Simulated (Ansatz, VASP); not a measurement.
# Be in VASP and in Ansatz

```
CELL_PARAMETERS angstrom
-1.25312 1.25312 1.22806
1.25312 -1.25312 1.22806
1.25312 1.25312 -1.22806
ATOMIC_POSITIONS crystal
Be 0.00000 0.00000 0.00000
```

Change from the starting cell: zz strain of -2 %.

Alike in both runs: task single point; functional PBE; k mesh 23 × 23 × 23; occupations fermi-dirac, width 0.03 eV; no spin polarisation.

```csv
,VASP,Ansatz
version,VASP 6.6.1,Ansatz 0.2.0
potentials or method,"VASP PAW PBE potentials, release 64 (Be), cutoff 520 eV","all-electron LAPW, scalar-relativistic"
```

Ansatz gave:

| Item | Value |
| --- | --- |
| pressure (GPa) | 1.7 |
| traceless stress, the component that is largest in VASP (GPa) | 0.17 |

Question: Estimate VASP's values.

Answer: Pressure (GPa): 1.9; traceless stress, the component that is largest in VASP (GPa): 0.17.

Ansatz ran all-electron here, and VASP with PAW potentials.
